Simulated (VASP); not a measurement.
Set up this calculation in VASP 6.6.1, as the native input.

* Task: single point
* Functional: RPBE
* Potentials or basis: VASP PAW PBE potentials, release 64 (Nb_sv)
* Cutoff: 520 eV
* k mesh: 15 × 15 × 15
* Occupations: fermi-dirac, width 0.1 eV
* Spin: no spin polarisation
* Dipole correction: no
* Further INCAR settings: ALGO = Normal; EDIFF = 1e-06; NBANDS = 20

The structure of Nb lies in POSCAR:

```
Nb
1.0
    0.0000000000      2.9844959822      2.9844959822
    2.9844959822      0.0000000000      2.9844959822
    2.9844959822      2.9844959822      0.0000000000
Nb
2
Direct
    0.1250000000      0.1250000000      0.1250000000
    0.8750000000      0.8750000000      0.8750000000
```

These files were run (other wordings do the same):

INCAR

```
PREC = Accurate ; ENCUT = 520
EDIFF = 1E-6 ; ISMEAR = -1
SIGMA = 0.1 ; LREAL = F
LASPH = T ; NELM = 60
ALGO = Normal ; ISIF = 2
LWAVE = F ; LCHARG = F
GGA = RP ; NBANDS = 20
```

KPOINTS

```
regular mesh
0
Gamma
  15 15 15
```

Potentials or basis: VASP PAW PBE potentials, release 64 (Nb_sv).

The run is started by

```sh
$ cat potpaw_PBE.64/Nb_sv/POTCAR > POTCAR
$ mpirun -np 1 vasp_std > vasp.out
```

It gave:

The pressure is -0.1 GPa and the band gap on the k mesh is zero (band 13 reaches 6.87 eV, above the bottom of band 14 at 5.81 eV).

Caveat: the PAW data sets were made with another functional, which shifts forces and pressure a little.

It took 89 s on 1 thread of Intel(R) Xeon(R) Platinum 8488C (Sapphire Rapids), with other jobs on the host, peak memory 0.24 GiB.
